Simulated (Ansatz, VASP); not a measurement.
**Two plane-wave programs on Si4C**

```
Si C
1.0
     3.19482    0.00000    0.00000
    -1.59741    2.76679    0.00000
     0.00000    0.00000   16.11280
Si C
8 2
Direct
  0.33333 0.66667 0.80191
  0.33333 0.66667 0.00000
  0.33333 0.66667 0.19809
  0.66667 0.33333 0.64627
  0.66667 0.33333 0.89500
  0.66667 0.33333 0.10500
  0.66667 0.33333 0.35373
  0.66667 0.33333 0.50000
  0.33333 0.66667 0.68320
  0.33333 0.66667 0.31680
```

Alike in both runs: functional PBE; k mesh 12 × 12 × 4; occupations gaussian, width 0.1 eV; no spin polarisation.

Ansatz relaxed the structure, and its values are those at the end. VASP's run is a single point on that final structure, the one shown.

```csv
,VASP,Ansatz
version,VASP 6.6.1,Ansatz 0.2.0
potentials or method,"VASP PAW PBE potentials, release 64 (Si, C), cutoff 520 eV","scalar-relativistic, plane waves, PAW"
valence electrons in the cell,40,40
```

VASP gave:

```
gap on the k mesh at the Fermi level (eV) : none
pressure (GPa)                            : -0.1
```

Problem. What did Ansatz give for the same quantities?

Solution. gap on the k mesh at the Fermi level (eV): none; pressure (GPa): 0.0.

A gap of «none» marks a metal or a gap that the smearing closes.
